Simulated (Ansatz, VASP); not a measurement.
# Two plane-wave programs on K3AlO2

Contents of INCAR:

```
PREC = Accurate ; ENCUT = 600
EDIFF = 1E-7 ; ISMEAR = 0
SIGMA = 0.1 ; LREAL = False
LASPH = True ; NELM = 120
ALGO = Normal ; ISIF = 3
LWAVE = False ; LCHARG = False
GGA = PE ; IBRION = 2
NSW = 90 ; EDIFFG = -0.04
GGA_COMPAT = False ; NELMIN = 4
```

Contents of KPOINTS:

```
regular mesh
0
Gamma
  6 6 4
```

Contents of POSCAR:

```
K3AlO2
1.0
    4.6836044004      0.0000000000      0.0000000000
   -2.3418022002      4.0561203920      0.0000000000
    0.0000000000      0.0000000000      6.7599424602
K Al O
3 1 2
Direct
    0.0000000000      0.0000000000      0.5000000000
    0.3333333333      0.6666666667      0.0000000000
    0.3333333333      0.6666666667      0.5000000000
    0.0000000000      0.0000000000      0.0000000000
    0.6666666667      0.3333333333      0.2520375817
    0.6666666667      0.3333333333      0.7479624183
```

Input for Ansatz:

```yaml
crystal:
  lattice:
    - [4.6836044004, 0.0, 0.0]
    - [-2.3418022002, 4.056120392, 0.0]
    - [0.0, 0.0, 6.7599424602]
  atoms:
    - { symbol: K, position: [0.0, 0.0, 0.5] }
    - { symbol: K, position: [0.3333333333, 0.6666666667, 0.0] }
    - { symbol: K, position: [0.3333333333, 0.6666666667, 0.5] }
    - { symbol: Al, position: [0.0, 0.0, 0.0] }
    - { symbol: O, position: [0.6666666667, 0.3333333333, 0.2520375817] }
    - { symbol: O, position: [0.6666666667, 0.3333333333, 0.7479624183] }
basis:
  ecutwfc: 420
kpoints:
  mp_grid: { grid: [6, 6, 4] }
hamiltonian:
  xc: pbe
scf:
  occupations: { method: gaussian, width: 0.1 }
  lower_state_search: "off"
output:
  forces: true
  stress: true
  eigenvalues: true
relax:
  adjacent_minimum: "off"
  f_tol: 0.04
  max_steps: 70
  cell: { stress_tol: 0.4 }
```

Change from the starting cell: species swapped into the Ce2CoSi3 type (P-6m2, No. 187).

Alike in both runs: task relaxation of cell and atoms; functional PBE; k mesh 6 × 6 × 4; occupations gaussian, width 0.1 eV; no spin polarisation.

|  | VASP | Ansatz |
| --- | --- | --- |
| version | VASP 6.6.1 | Ansatz 0.2.0 |
| potentials or method | VASP PAW PBE potentials, release 64 (K_sv, Al, O), cutoff 600 eV | scalar-relativistic, plane waves, PAW |
| valence electrons in the cell | 42 | 42 |

```csv
,VASP,Ansatz,Ansatz less VASP
"gap on the k mesh at the Fermi level, each at its own relaxed structure (eV)",0.28,0.31,+0.031
relaxed volume (Å³/atom),21.45,21.40,-0.050
relaxed length of the cell vector where the two differ most in proportion (Å),4.693,4.684,-0.0093
```
